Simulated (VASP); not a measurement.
Runs of VASP 6.6.1 on TiAl. The structure is that of space group P4/mmm (No. 123), or close to it. The cells are those of the table. 

```tsv
cell	further INCAR settings	gap on the mesh (eV)	pressure (GPa)
a = 2.902, b = 2.902, c = 3.833 Å, 2 atoms	ALGO = Fast; EDIFF = 1e-06; NBANDS = 14	none	-2.7
a = 3.335, b = 3.335, c = 2.902 Å, 2 atoms	ALGO = Fast; EDIFF = 1e-06; NBANDS = 14	none	-2.2
a = 2.771, b = 2.771, c = 4.205 Å, 2 atoms	ALGO = Fast; EDIFF = 1e-07; NBANDS = 14	none	-2.5
a = 3.040, b = 3.040, c = 3.493 Å, 2 atoms	ALGO = Fast; EDIFF = 1e-06; NBANDS = 14	none	-2.7
a = 2.944, b = 2.944, c = 3.627 Å, 2 atoms	ALGO = Fast; EDIFF = 1e-07; NBANDS = 14	none	(a)
```

Alike in all rows: task single point; level PBEsol; potentials or basis VASP PAW PBE potentials, release 64 (Ti_sv, Al); no spin polarisation; k mesh 16 × 16 × 16; cutoff (eV) 520; smearing gaussian 0.15 eV.

Question: Fill in the values left out.

Answer: (a) 0.2.

Caveats: the PAW data sets were made with another functional, which shifts forces and pressure a little; the stress differs along the axes, from -5 to 1 GPa (at least some runs); the stress differs along the axes, from -6 to 3 GPa (at least some runs); the stress differs along the axes, from -3 to 6 GPa (at least some runs).

A gap of «none» marks levels without a gap at the run's occupations.
